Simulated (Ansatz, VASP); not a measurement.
## Ca: VASP beside Ansatz

The input INCAR:

```
SYSTEM = Ca
ALGO = Normal
EDIFF = 1E-6
ENCUT = 520
GGA = PE
ISIF = 2
ISMEAR = -1
LASPH = .True.
LCHARG = .True.
LELF = .True.
LREAL = .False.
LVHAR = .True.
LWAVE = .False.
NBANDS = 17
NELM = 60
PREC = Accurate
SIGMA = 0.1
```

Contents of KPOINTS:

```
k-points
0
Gamma
  11 11 11
  0 0 0
```

File POSCAR:

```
Ca
1.0
    0.0000000000      4.1713163538      4.1713163538
    4.1713163538      0.0000000000      4.1713163538
    4.1713163538      4.1713163538      0.0000000000
Ca
2
Direct
    0.1250000000      0.1250000000      0.1250000000
    0.8750000000      0.8750000000      0.8750000000
```

Input for Ansatz:

```yaml
crystal:
  lattice:
    - [0.0, 4.1713163538, 4.1713163538]
    - [4.1713163538, 0.0, 4.1713163538]
    - [4.1713163538, 4.1713163538, 0.0]
  atoms:
    - { symbol: Ca, position: [0.125, 0.125, 0.125] }
    - { symbol: Ca, position: [0.875, 0.875, 0.875] }
hamiltonian:
  xc: pbe
  pseudopotentials:
    kind: paw
    azcp:
      Ca: "pseudopotentials/Ca.paw.azcp"
basis:
  ecutwfc: 420
  fft_grid_basis: typed
kpoints:
  mp_grid: { grid: [11, 11, 11], shift: [0, 0, 0] }
magnetization:
  spin_polarized: false
scf:
  occupations: { method: fermi_dirac, width: 0.1 }
output:
  stress: true
```

Alike in both runs: task single point; functional PBE; k mesh 11 × 11 × 11; occupations fermi-dirac, width 0.1 eV; no spin polarisation.

|  | VASP | Ansatz |
| --- | --- | --- |
| version | VASP 6.6.1 | Ansatz 0.2.0 |
| potentials or method | VASP PAW PBE potentials, release 64 (Ca_sv), cutoff 520 eV | plane waves (420 eV) with PAW, scalar-relativistic |
| valence electrons in the cell | 20 | 20 |

|  | VASP | Ansatz | Ansatz less VASP |
| --- | --- | --- | --- |
| pressure (GPa) | 0.4 | 0.4 | 0.00 |
